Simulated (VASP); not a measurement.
# HfN (Fm-3m) in VASP: further runs, part 2 of 2

VASP 6.6.1.

### 4 Single point, r2SCAN (volume scaled by 1.070)

Contents of POSCAR:

```
HfN
1.0
    0.0000000000      2.3139906147      2.3139906147
    2.3139906147      0.0000000000      2.3139906147
    2.3139906147      2.3139906147      0.0000000000
Hf N
1 1
Direct
    0.5000000000      0.5000000000      0.5000000000
    0.0000000000      0.0000000000      0.0000000000
```

Contents of INCAR.step1:

```
ALGO = Normal
EDIFF = 1E-4
ENCUT = 520
GGA = PE
ISMEAR = 0
LASPH = True
LCHARG = False
LREAL = False
LWAVE = True
NBANDS = 14
NELM = 80
PREC = Accurate
SIGMA = 0.05
```

Contents of INCAR.step2:

```
ALGO = Normal
EDIFF = 1E-6
ENCUT = 520
ISIF = 2
ISMEAR = 0
ISTART = 1
LASPH = True
LCHARG = False
LMIXTAU = True
LREAL = False
LWAVE = False
METAGGA = R2SCAN
NBANDS = 14
NELM = 80
PREC = Accurate
SIGMA = 0.05
```

Contents of KPOINTS:

```
k-points
0
Gamma
  12 12 12
```

On the command line:

```sh
$ cat potpaw_PBE.64/Hf_pv/POTCAR potpaw_PBE.64/N/POTCAR > POTCAR
$ cp INCAR.step1 INCAR
$ mpirun -np 1 vasp_std > vasp.out
$ cp INCAR.step2 INCAR
$ mpirun -np 1 vasp_std > vasp.out
```

Run time: 44 s. Hardware: 1 thread of Intel Xeon 6975P-C (Granite Rapids), shared host; peak memory 0.16 GiB.

It converged, with:

- Free energy: -58.1304 eV
- Pressure: -19.0 GPa

Levels at points of the mesh, in eV from the Fermi level:
```csv
k point,band 4,band 5,band 6,band 7,band 8,band 9,band 10,band 11,band 12,band 13
"(0.00, 0.00, 0.00)",-18.29,-3.36,-3.36,-3.36,-0.33,-0.33,-0.33,1.36,1.82,1.82
"(0.50, 0.00, 0.00)",-15.99,-8.94,-6.30,-6.30,3.03,3.39,3.39,4.21,8.20,8.20
"(0.50, 0.50, 0.00)",-17.26,-5.93,-4.10,-4.10,-3.60,3.74,4.96,4.99,4.99,7.55
```

Caveat: the cell differs from its parent crystal (volume scaled by 1.070); the PAW data sets were made with another functional, which shifts forces and pressure a little; spin-orbit coupling is left out, which moves the levels of the heavy elements.

### 5 Single point, r2SCAN+U

This run uses another cell than the first one, of 11.58 Å³/atom, 0.980 times its volume.

Contents of POSCAR:

```
HfN
1.0
    0.0000000000      2.2623875418      2.2623875418
    2.2623875418      0.0000000000      2.2623875418
    2.2623875418      2.2623875418      0.0000000000
Hf N
1 1
Direct
    0.5000000000      0.5000000000      0.5000000000
    0.0000000000      0.0000000000      0.0000000000
```

Contents of INCAR.step1:

```
  PREC = Accurate
  ENCUT = 520
  ISMEAR = 0
  SIGMA = 0.05
  LREAL = F
  LASPH = T
  NELM = 150
  LMAXMIX = 4
  LDAU = T
  LDAUTYPE = 2
  LDAUL = 2 -1
  LDAUU = 4 0
  LDAUJ = 0 0
  NBANDS = 14
  GGA = PE
  ALGO = Normal
  EDIFF = 1E-4
  LWAVE = T
  LCHARG = F
```

Contents of INCAR.step2:

```
  PREC = Accurate
  ENCUT = 520
  EDIFF = 1E-7
  ISMEAR = 0
  SIGMA = 0.05
  LREAL = F
  LASPH = T
  NELM = 150
  ALGO = Normal
  ISIF = 2
  LWAVE = F
  LCHARG = F
  LMAXMIX = 4
  LDAU = T
  LDAUTYPE = 2
  LDAUL = 2 -1
  LDAUU = 4 0
  LDAUJ = 0 0
  LDAUPRINT = 1
  METAGGA = R2SCAN
  LMIXTAU = T
  NBANDS = 14
  ISTART = 1
```

Contents of KPOINTS:

```
Automatic mesh
0
Gamma
  12 12 12
```

Potentials or basis: VASP PAW PBE potentials, release 64 (Hf_pv, N).

On the command line:

```sh
$ cat potpaw_PBE.64/Hf_pv/POTCAR potpaw_PBE.64/N/POTCAR > POTCAR
$ cp INCAR.step1 INCAR
$ mpirun -np 1 vasp_std > vasp.out
$ cp INCAR.step2 INCAR
$ mpirun -np 1 vasp_std > vasp.out
```

OUTCAR:

```text
PREC = Accurate
   ENCUT = 520
   EDIFF = 1E-7
   ISMEAR = 0
   LREAL = F
   LASPH = T
   NELM = 150
   ISIF = 2
   METAGGA = R2SCAN
   ISTART = 1

 ion  position               nearest neighbor table
   1  0.500  0.500  0.500-   2 2.26   2 2.26   2 2.26   2 2.26   2 2.26   2 2.26
   2  0.000  0.000  0.000-   1 2.26   1 2.26   1 2.26   1 2.26   1 2.26   1 2.26

  LATTYP: Found a face centered cubic cell.
 ALAT       =     4.5247750836

  Lattice vectors:

 A1 = (   0.0000000000,   2.2623875418,   2.2623875418)
 A2 = (   2.2623875418,   0.0000000000,   2.2623875418)
 A3 = (   2.2623875418,   2.2623875418,   0.0000000000)

Analysis of symmetry for initial positions (statically):
=====================================================================
 Subroutine PRICEL returns:
 Original cell was already a primitive cell.

 Routine SETGRP: Setting up the symmetry group for a
 face centered cubic supercell.

 Subroutine GETGRP returns: Found 48 space group operations
 (whereof 48 operations were pure point group operations)
 out of a pool of 48 trial point group operations.

The static configuration has the point symmetry O_h .

Analysis of symmetry for dynamics (positions and initial velocities):
=====================================================================
 Subroutine PRICEL returns:
 Original cell was already a primitive cell.

 Routine SETGRP: Setting up the symmetry group for a
 face centered cubic supercell.

 Subroutine GETGRP returns: Found 48 space group operations
 (whereof 48 operations were pure point group operations)
 out of a pool of 48 trial point group operations.
[... 170 lines left out ...]
  o =  0.1565  v =  0.0000  0.0000  0.0000  0.0000  0.0000  1.0000  0.0000  0.0000  0.0000  0.0000      0.0000  0.0000  0.0000  0.0000  0.0000  0.0000  0.0000  0.0000  0.0000  0.0000
  o =  0.1760  v =  0.0000  0.0000  0.0000  0.0000  0.0000  0.0000 -0.0000 -1.0000  0.0000 -0.0010      0.0000  0.0000  0.0000  0.0000  0.0000  0.0000  0.0000  0.0000  0.0000  0.0000
  o =  0.1760  v =  0.0000 -0.0000 -1.0000  0.0000 -0.0010  0.0000  0.0000  0.0000  0.0000  0.0000      0.0000  0.0000  0.0000  0.0000  0.0000  0.0000  0.0000  0.0000  0.0000  0.0000
  o =  0.1760  v =  0.0000  0.0000  0.0000  0.0000  0.0000  0.0000  0.0000 -0.0010  0.0000  1.0000      0.0000  0.0000  0.0000  0.0000  0.0000  0.0000  0.0000  0.0000  0.0000  0.0000
  o =  0.1760  v =  0.0000  0.0000 -0.0010  0.0000  1.0000  0.0000  0.0000  0.0000  0.0000  0.0000      0.0000  0.0000  0.0000  0.0000  0.0000  0.0000  0.0000  0.0000  0.0000  0.0000

 number of electron      15.0000000 magnetization

 Free energy of the ion-electron system (eV)
  ---------------------------------------------------
  ext. energy  EPLUGINS =         0.00000000
  ---------------------------------------------------
  free energy    TOTEN  =       -55.40606042 eV

  energy without entropy =      -55.40516700  energy(sigma->0) =      -55.40561371

 E-fermi :   9.3110     XC(G=0): -13.5540

 val. band max:        9.2874428347   @ k =  -0.1667   0.2500   0.0833
 cond. band min:       9.3241001090   @ k =   0.0833   0.0000   0.0000
 fundamental gap:      0.0366572743
 Fermi energy:         9.3110448121

 k-point     1 :       0.0000    0.0000    0.0000
  band No.  band energies     occupation
      1     -24.3604      2.00000
      2     -24.3604      2.00000
      3     -24.3604      2.00000
      4      -9.9703      2.00000
      5       5.3478      2.00000
      6       5.3478      2.00000
      7       5.3478      2.00000
      8       9.1000      2.00000
      9       9.1000      2.00000
     10       9.1000      2.00000
     11      10.5732      0.00000
     12      11.4906      0.00000
     13      11.4906      0.00000
     14      18.4340      0.00000
[... 377 lines left out ...]
      1     -25.1830      2.00000
      2     -24.6014      2.00000
      3     -24.4732      2.00000
      4      -7.5631      2.00000
      5       0.1772      2.00000
      6       2.6551      2.00000
      7       2.6786      2.00000
      8      11.3170      0.00000
      9      12.0615      0.00000
     10      13.0452      0.00000
     11      15.4208      0.00000
     12      17.8118      0.00000
     13      18.1564      0.00000
     14      19.0482      0.00000

 [... further k-points ...]
[... 5 lines left out ...]
  --------------------------------------------------------------------------------------
  -------------------------------------------------------------------------------------
  Total        1.8926363      1.8926363      1.8926363      0.0000000      0.0000000      0.0000000
  in kB      130.9322859    130.9322859    130.9322859      0.0000000      0.0000000      0.0000000
  external PRESSURE =     130.9322859 kB  Pullay stress =       0.0000000 kB

 VOLUME and BASIS-vectors are now :
 -----------------------------------------------------------------------------
  energy-cutoff  :      520.00
  volume of cell :       23.16
      direct lattice vectors                 reciprocal lattice vectors
     0.000000000  2.262387542  2.262387542    -0.221005460  0.221005460  0.221005460
     2.262387542  0.000000000  2.262387542     0.221005460 -0.221005460  0.221005460
     2.262387542  2.262387542  0.000000000     0.221005460  0.221005460 -0.221005460

 POSITION                                       TOTAL-FORCE (eV/Angst)
 -----------------------------------------------------------------------------------
      2.26239      2.26239      2.26239        -0.000000     -0.000000     -0.000000
      0.00000      0.00000      0.00000         0.000000      0.000000      0.000000
 -----------------------------------------------------------------------------------
    total drift:                                0.000000     -0.000000     -0.000000

  FREE ENERGIE OF THE ION-ELECTRON SYSTEM (eV)
  ---------------------------------------------------
  free  energy   TOTEN  =       -55.4060604179 eV

  energy  without entropy=      -55.4051670015  energy(sigma->0) =      -55.40561371
```

OUTCAR.step1:

```text
PREC = Accurate
   ENCUT = 520
   ISMEAR = 0
   LREAL = F
   LASPH = T
[... 632 lines left out ...]
 -----------------------------------------------------------------------------------
      2.26239      2.26239      2.26239        -0.000000     -0.000000     -0.000000
      0.00000      0.00000      0.00000         0.000000      0.000000      0.000000
 -----------------------------------------------------------------------------------
    total drift:                                0.000000     -0.000000     -0.000000

  FREE ENERGIE OF THE ION-ELECTRON SYSTEM (eV)
  ---------------------------------------------------
  free  energy   TOTEN  =       -18.9024676601 eV

  energy  without entropy=      -18.9015825629  energy(sigma->0) =      -18.90202511
```

OSZICAR.step1:

```text
N       E                     dE             d eps       ncg     rms          rms(c)
DAV:   1     0.351147088984E+02    0.35115E+02   -0.79476E+03  2016   0.103E+03
DAV:   2    -0.207330948545E+02   -0.55848E+02   -0.52319E+02  2588   0.233E+02
DAV:   3    -0.224694962037E+02   -0.17364E+01   -0.17306E+01  2400   0.325E+01
DAV:   4    -0.224759642229E+02   -0.64680E-02   -0.64673E-02  2384   0.225E+00
DAV:   5    -0.224760083146E+02   -0.44092E-04   -0.44092E-04  2370   0.164E-01    0.492E+01
DAV:   6    -0.190118966955E+02    0.34641E+01   -0.92197E+00  2244   0.235E+01    0.434E+01
DAV:   7    -0.189386837024E+02    0.73213E-01   -0.49151E-01  2508   0.613E+00    0.289E+01
DAV:   8    -0.189122525875E+02    0.26431E-01   -0.15997E-01  2424   0.334E+00    0.753E+00
DAV:   9    -0.189026399036E+02    0.96127E-02   -0.28399E-02  2304   0.133E+00    0.217E+00
DAV:  10    -0.189024753603E+02    0.16454E-03   -0.16079E-03  2658   0.370E-01    0.111E-01
DAV:  11    -0.189024676601E+02    0.77002E-05   -0.73172E-05  1428   0.857E-02
   1 F= -.18902468E+02 E0= -.18902025E+02  d E =-.885097E-03
```

It took 62 s on 1 thread of Intel Xeon 6975P-C (Granite Rapids), shared host; peak memory 0.15 GiB.

Results:

```
Free energy : -55.4061 eV
Pressure    : 13.1 GPa
```

Eigenvalues of the final occupation matrices:
| site | spin | trace | eigenvalues |
| --- | --- | --- | --- |
| site 1 d | 1 | 0.82 | 0.16 0.16 0.16 0.18 0.18 |
| site 1 d | 2 | 0.82 | 0.16 0.16 0.16 0.18 0.18 |

Caveat: the PAW data sets were made with another functional, which shifts forces and pressure a little; spin-orbit coupling is left out, which moves the levels of the heavy elements; U without spin polarisation on a metal has little footing.

### 6 The runs side by side

```csv
level,U,cell,gap on the mesh (eV),pressure (GPa)
r2SCAN,-,"a = 3.221 Å, angles 60.0°, 2 atoms",none,-7.9
r2SCAN,-,"a = 3.242 Å, angles 60.0°, 2 atoms",none,-12.7
r2SCAN,-,"a = 3.272 Å, angles 60.0°, 2 atoms",none,-19.0
r2SCAN+U,Hf d U = 4.0 eV,"a = 3.199 Å, angles 60.0°, 2 atoms",none,13.1
```

Alike in all rows: task single point; potentials or basis VASP PAW PBE potentials, release 64 (Hf_pv, N); no spin polarisation; k mesh 12 × 12 × 12; cutoff (eV) 520; smearing gaussian 0.05 eV.

Caveats: the PAW data sets were made with another functional, which shifts forces and pressure a little; spin-orbit coupling is left out, which moves the levels of the heavy elements; U without spin polarisation on a metal has little footing (some runs).

Total energies depend on the potentials used, so only differences within one code and one set of settings carry meaning.
